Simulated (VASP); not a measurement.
# Si in VASP: single point with PBE

Aim: the single point of Si with PBE.

Program: VASP 6.6.1. These are calculated values, not measurements. Logs are shortened: lines on timing, memory, paths and dates and some standing lists are left out, and cuts for length are marked.

## (1) The cell of the first run

The typed cell holds 3 atoms: a = 4.123 Å, b = 4.123 Å, c = 4.123 Å, α = 125.23°, β = 92.69°, γ = 112.09°.

## (2) Single point, PBE

Input file INCAR:

```
SYSTEM = Si
ALGO     = Normal         ! electronic algorithm
EDIFF    = 1E-6           ! SCF threshold, eV
ENCUT    = 520            ! plane-wave cutoff, eV
GGA      = PE             ! functional
ISIF     = 2              ! what is computed and relaxed
ISMEAR   = 0              ! smearing method
LASPH    = .True.         ! aspherical terms in the spheres
LCHARG   = .False.        ! write CHGCAR
LREAL    = .False.        ! projectors in reciprocal space
LWAVE    = .False.        ! write WAVECAR
NBANDS   = 13             ! bands
NELM     = 100            ! most SCF steps
PREC     = Accurate       ! precision mode
SIGMA    = 0.1            ! smearing width, eV
```

Input file KPOINTS:

```
k-points
0
Gamma
  6 6 6
  0 0 0
```

Input file POSCAR:

```
Si
1.0
   -1.8961198069      2.8458177705      2.3026256978
    1.8961198069     -2.8458177705      2.3026256978
    1.8961198069      2.8458177705     -2.3026256978
Si
3
Direct
    0.8536539211      0.1355933942      0.7180605268
    0.4175328674      0.1355933942      0.2819394732
    0.1356532115      0.6356532115      0.5000000000
```

Potentials or basis: VASP PAW PBE potentials, release 64 (Si).

The run is started by

```console
$ cat potpaw_PBE.64/Si/POTCAR > POTCAR
$ mpirun -np 1 vasp_std > vasp.out
```

OUTCAR:

```text
SYSTEM = Si
   EDIFF = 1E-6
   ENCUT = 520
   GGA = PE
   ISIF = 2
   ISMEAR = 0
   LASPH = .True.
   LREAL = .False.
   NELM = 100
   PREC = Accurate

 ion  position               nearest neighbor table
   1  0.854  0.136  0.718-   2 2.48   3 2.48   3 2.48   3 2.62   3 2.62   2 3.00   2 3.00   2 3.00
                             2 3.00
   2  0.418  0.136  0.282-   1 2.48   3 2.48   3 2.48   3 2.62   3 2.62   1 3.00   1 3.00   1 3.00
                             1 3.00
   3  0.136  0.636  0.500-   1 2.48   1 2.48   2 2.48   2 2.48   2 2.62   1 2.62   1 2.62   2 2.62

  LATTYP: Found a body centered orthorhombic cell.
 ALAT       =     3.7922396138
 B/A-ratio  =     1.2143882941
 C/A-ratio  =     1.5008639012

  Lattice vectors:

 A1 = (   1.8961198069,  -2.8458177705,  -2.3026256978)
 A2 = (  -1.8961198069,  -2.8458177705,   2.3026256978)
 A3 = (  -1.8961198069,   2.8458177705,  -2.3026256978)

Analysis of symmetry for initial positions (statically):
=====================================================================
 Subroutine PRICEL returns:
 Original cell was already a primitive cell.

 Routine SETGRP: Setting up the symmetry group for a
 body centered orthorhombic supercell.

 Subroutine GETGRP returns: Found  4 space group operations
 (whereof  4 operations were pure point group operations)
 out of a pool of  8 trial point group operations.

The static configuration has the point symmetry C_2v.

Analysis of symmetry for dynamics (positions and initial velocities):
=====================================================================
 Subroutine PRICEL returns:
 Original cell was already a primitive cell.

 Routine SETGRP: Setting up the symmetry group for a
 body centered orthorhombic supercell.

 Subroutine GETGRP returns: Found  4 space group operations
 (whereof  4 operations were pure point group operations)
 out of a pool of  8 trial point group operations.

The dynamic configuration has the point symmetry C_2v.

 Subroutine INISYM returns: Found  4 space group operations
 (whereof  4 operations are pure point group operations),
 and found     1 'primitive' translations

----------------------------------------------------------------------------------------

                                     Primitive cell

  volume of cell :      49.7000

  direct lattice vectors                    reciprocal lattice vectors
    -1.896119807  2.845817771  2.302625698     0.000000000  0.175696422  0.217143412
     1.896119807 -2.845817771  2.302625698     0.263696417  0.000000000  0.217143412
     1.896119807  2.845817771 -2.302625698     0.263696417  0.175696422  0.000000000

  length of vectors
     4.122624675  4.122624675  4.122624675     0.279321489  0.341594880  0.316867533

  position of ions in fractional coordinates (direct lattice)
     0.853653921  0.135593394  0.718060527
     0.417532867  0.135593394  0.281939473
     0.135653211  0.635653211  0.500000000

  ion indices of the primitive-cell ions
   primitive index   ion index
                 1           1
                 2           2
                 3           3

----------------------------------------------------------------------------------------

 KPOINTS: k-points

Automatic generation of k-mesh.
 Grid dimensions read from file:
 generate k-points for:    6    6    6

 Generating k-lattice:

  Cartesian coordinates                     Fractional coordinates (reciprocal lattice)
     0.000000000  0.029282737  0.036190569     0.166666667 -0.000000000  0.000000000
     0.043949403  0.000000000  0.036190569     0.000000000  0.166666667  0.000000000
     0.043949403  0.029282737  0.000000000     0.000000000 -0.000000000  0.166666667

  Length of vectors
     0.046553581  0.056932480  0.052811255

  Shift w.r.t. Gamma in fractional coordinates (k-lattice)
     0.000000000  0.000000000  0.000000000

 Subroutine IBZKPT returns following result:
 ===========================================

 Found     46 irreducible k-points:

 Following reciprocal coordinates:
            Coordinates               Weight
  0.000000  0.000000  0.000000      1.000000
  0.166667  0.000000 -0.000000      4.000000
  0.333333  0.000000 -0.000000      4.000000
  0.500000  0.000000 -0.000000      2.000000
 -0.000000  0.166667  0.000000      4.000000
  0.166667  0.166667  0.000000      8.000000
[... 16 lines left out ...]
 -0.166667  0.166667  0.166667      2.000000
  0.166667  0.333333  0.166667      4.000000
 [... further k-points ...]
   k-points           NKPTS =     46   k-points in BZ     NKDIM =     46   number of bands    NBANDS=     13
   number of dos      NEDOS =    301   number of ions     NIONS =      3
   total plane-waves  NPLWV =  32768
   dimension x,y,z NGX =    32 NGY =   32 NGZ =   32
   dimension x,y,z NGXF=    64 NGYF=   64 NGZF=   64
   ions per type =               3
   NGX,Y,Z   is equivalent  to a cutoff of  12.90, 12.90, 12.90 a.u.
   NGXF,Y,Z  is equivalent  to a cutoff of  25.81, 25.81, 25.81 a.u.
 SYSTEM =  Si
   PREC   = accura    normal or accurate (medium, high low for compatibility)
   ISTART =      0    job   : 0-new  1-cont  2-samecut
   ICHARG =      2    charge: 1-file 2-atom 10-const
   ISPIN  =      1    spin polarized calculation?
   LNONCOLLINEAR =      F non collinear calculations
   LSORBIT =      F    spin-orbit coupling
   LASPH  =      T    aspherical Exc in radial PAW
   ENCUT  =  520.0 eV  38.22 Ry    6.18 a.u.   7.67  7.67  7.67*2*pi/ulx,y,z
   NELM   =    100;   NELMIN=  2; NELMDL= -5     # of ELM steps
   EDIFF  = 0.1E-05   stopping-criterion for ELM
   LREAL  =      F    real-space projection
   EDIFFG = 0.1E-04   stopping-criterion for IOM
   NSW    =      0    number of steps for IOM
   IBRION =     -1    ionic relax: 0-MD 1-quasi-New 2-CG
   NFREE  =      0    steps in history (QN), initial steepest desc. (CG)
   ISIF   =      2    stress and relaxation
   ISYM   =      2    0-nonsym 1-usesym 2-fastsym
   POTIM  = 0.5000    time-step for ionic-motion
   TEBEG  =    0.0;   TEEND  =   0.0 temperature during run
   PSTRESS=    0.0 pullay stress
   NELECT =      12.0000    total number of electrons
   NUPDOWN=      -1.0000    fix difference up-down
   EMIN   =  10.00;   EMAX   =-10.00  energy-range for DOS
   EFERMI =   0.00;   METHOD = LEGACY
   ISMEAR =     0;   SIGMA  =   0.10  broadening in eV -4-tet -1-fermi 0-gaus
   EFERMI_NEDOS =   21; number of points for ismear=-14 and -15
   IALGO  =     38    algorithm
   IMIX   =      4    mixing-type and parameters
     AMIX     =   0.40;   BMIX     =  1.00
     AMIX_MAG =   1.60;   BMIX_MAG =  1.00
  volume/ion in A,a.u.               =      16.57       111.80
  Fermi-wavevector in a.u.,A,eV,Ry     =   1.019412  1.926410 14.139192  1.039201
  Thomas-Fermi vector in A             =   2.152925
   LORBIT       =      0    0 simple, 1 ext, 2 COOP (PROOUT), +10 PAW based schemes
   GGA     = PE    functional components
   LHFCALC =     F    Hartree Fock is set to
   AEXX    =    0.0000 exact exchange contribution
   IVDW    =     0    specifies the selected vdW correction
   LEPSILON=     F    determine dielectric tensor
   LRPA    =     F    only Hartree local field effects (RPA)
 non-spin polarized calculation
 Gauss-broadening in eV      SIGMA  =   0.10
  energy-cutoff  :      520.00
  volume of cell :       49.70
 maximum number of plane-waves:      1365
 NGX is ok and might be reduce to    32
   NGX = 15   NGY = 15   NGZ = 15

 number of electron      11.9999999 magnetization

 Free energy of the ion-electron system (eV)
  ---------------------------------------------------
  ext. energy  EPLUGINS =         0.00000000
  ---------------------------------------------------
  free energy    TOTEN  =       -14.78806148 eV

  energy without entropy =      -14.78131093  energy(sigma->0) =      -14.78468621

 E-fermi :   8.3684     XC(G=0): -10.4497

 val. band max:        8.3660052525   @ k =   0.1667  -0.1667   0.1667
 cond. band min:       8.3963291441   @ k =  -0.1667   0.3333   0.0000
 fundamental gap:      0.0303238915
 Fermi energy:         8.3683540626

 k-point     1 :       0.0000    0.0000    0.0000
  band No.  band energies     occupation
      1      -5.2689      2.00000
      2       4.8714      2.00000
      3       4.9974      2.00000
      4       5.8542      2.00000
      5       5.8953      2.00000
      6       7.7376      2.00000
      7       7.7988      2.00000
      8       8.6440      0.00010
      9       9.8245      0.00000
     10      11.2444      0.00000
     11      12.6608      0.00000
     12      12.7210      0.00000
     13      13.2296      0.00000

 k-point     2 :       0.1667    0.0000   -0.0000
  band No.  band energies     occupation
      1      -4.9661      2.00000
      2       2.2495      2.00000
      3       4.8268      2.00000
      4       6.3709      2.00000
      5       6.8313      2.00000
      6       7.5479      2.00000
      7       8.3459      1.24952
      8       8.9802      0.00000
      9      10.6867      0.00000
     10      11.2080      0.00000
     11      11.5585      0.00000
     12      12.9694      0.00000
     13      14.2058      0.00000

 k-point     3 :       0.3333    0.0000   -0.0000
  band No.  band energies     occupation
      1      -4.0721      2.00000
      2      -0.3454      2.00000
      3       4.7483      2.00000
      4       6.2204      2.00000
      5       6.4462      2.00000
      6       7.6660      2.00000
      7       7.9468      2.00000
      8       9.8122      0.00000
      9      10.9358      0.00000
     10      12.8499      0.00000
     11      13.5001      0.00000
     12      14.0825      0.00000
     13      14.4039      0.00000

 k-point     4 :       0.5000    0.0000   -0.0000
  band No.  band energies     occupation
      1      -2.9490      2.00000
      2      -2.0444      2.00000
      3       4.8369      2.00000
      4       6.0181      2.00000
      5       6.0347      2.00000
      6       7.6951      2.00000
      7       8.0614      1.99999
      8       9.9044      0.00000
      9      11.3996      0.00000
     10      12.1128      0.00000
     11      15.3228      0.00000
     12      15.6676      0.00000
     13      16.2442      0.00000

 k-point     5 :      -0.0000    0.1667    0.0000
  band No.  band energies     occupation
      1      -4.8250      2.00000
      2       3.5589      2.00000
      3       3.6187      2.00000
      4       5.3681      2.00000
      5       5.6998      2.00000
      6       7.7714      2.00000
      7       7.8972      2.00000
      8       8.9634      0.00000
      9      11.0203      0.00000
     10      11.8804      0.00000
     11      12.5905      0.00000
     12      13.3274      0.00000
     13      14.1704      0.00000
[... 257 lines left out ...]
 k-point    22 :       0.3333    0.1667    0.1667
  band No.  band energies     occupation
      1      -1.8959      2.00000
      2      -1.3120      2.00000
      3       1.4142      2.00000
      4       3.0488      2.00000
      5       6.9613      2.00000
      6       7.9124      2.00000
      7      10.9524      0.00000
      8      11.0459      0.00000
      9      11.4446      0.00000
     10      11.5064      0.00000
     11      13.8291      0.00000
     12      15.2596      0.00000
     13      17.1270      0.00000

 k-point    23 :      -0.1667    0.1667    0.1667
  band No.  band energies     occupation
      1      -4.2421      2.00000
      2       3.1255      2.00000
      3       3.4684      2.00000
      4       4.8809      2.00000
      5       5.0994      2.00000
      6       6.0083      2.00000
      7       6.8889      2.00000
      8       9.0964      0.00000
      9       9.9660      0.00000
     10      12.5469      0.00000
     11      14.0158      0.00000
     12      16.4678      0.00000
     13      16.6673      0.00000

 k-point    24 :       0.1667    0.3333    0.1667
  band No.  band energies     occupation
      1      -1.2180      2.00000
      2      -0.9879      2.00000
      3       0.4760      2.00000
      4       2.5028      2.00000
      5       5.9216      2.00000
      6       8.4720      0.14279
      7      10.0943      0.00000
      8      11.3451      0.00000
      9      11.9762      0.00000
     10      12.2916      0.00000
     11      13.5324      0.00000
     12      16.5085      0.00000
     13      18.5210      0.00000

 [... further k-points ...]
[... 5 lines left out ...]
  --------------------------------------------------------------------------------------
  -------------------------------------------------------------------------------------
  Total       -0.0518729     -0.0050112     -0.0350219      0.0000000      0.0000000      0.0000000
  in kB       -1.6722252     -0.1615468     -1.1290019      0.0000000      0.0000000      0.0000000
  external PRESSURE =      -0.9875913 kB  Pullay stress =       0.0000000 kB

 VOLUME and BASIS-vectors are now :
 -----------------------------------------------------------------------------
  energy-cutoff  :      520.00
  volume of cell :       49.70
      direct lattice vectors                 reciprocal lattice vectors
    -1.896119807  2.845817771  2.302625698     0.000000000  0.175696422  0.217143412
     1.896119807 -2.845817771  2.302625698     0.263696417  0.000000000  0.217143412
     1.896119807  2.845817771 -2.302625698     0.263696417  0.175696422  0.000000000

 POSITION                                       TOTAL-FORCE (eV/Angst)
 -----------------------------------------------------------------------------------
     -0.00000      4.08694      0.62444        -0.000000     -0.017565      0.000726
      0.00000      1.60470      0.62444        -0.000000      0.017565      0.000726
      1.89612      0.00000      0.62472         0.000000     -0.000000     -0.001452
 -----------------------------------------------------------------------------------
    total drift:                                0.000000     -0.000000      0.000065

  FREE ENERGIE OF THE ION-ELECTRON SYSTEM (eV)
  ---------------------------------------------------
  free  energy   TOTEN  =       -14.7880614836 eV

  energy  without entropy=      -14.7813109299  energy(sigma->0) =      -14.78468621
```

Run time: 22 s. Hardware: 1 thread of Intel Xeon Platinum 8488C (Sapphire Rapids), shared host; peak memory 0.17 GiB.

What came out:

```
Free energy            : -14.7881 eV
Pressure               : -0.1 GPa
Largest force          : 0.018 eV/Å
Band gap on the k mesh : zero (band 6 reaches 9.45 eV, above the bottom of band 7 at 6.89 eV)
```

Forces in eV/Å, atoms in the order of the input:
```
Si   0.000 -0.018  0.001
Si   0.000  0.018  0.001
Si   0.000  0.000 -0.001
```

Levels at points of the mesh, in eV from the Fermi level:
| k point | band 4 | band 5 | band 6 | band 7 | band 8 | band 9 |
| --- | --- | --- | --- | --- | --- | --- |
| (0.00, 0.00, 0.00) | -2.51 | -2.47 | -0.63 | -0.57 | 0.28 | 1.46 |
| (0.50, 0.00, 0.00) | -2.35 | -2.33 | -0.67 | -0.31 | 1.54 | 3.03 |
| (0.00, 0.50, 0.00) | -5.43 | -5.04 | -1.93 | 2.75 | 3.49 | 5.28 |
| (0.50, 0.50, 0.00) | -4.17 | -3.37 | -1.59 | -1.48 | 0.44 | 5.12 |
| (0.50, 0.50, 0.50) | -6.40 | -4.17 | -1.13 | 4.07 | 5.36 | 6.03 |
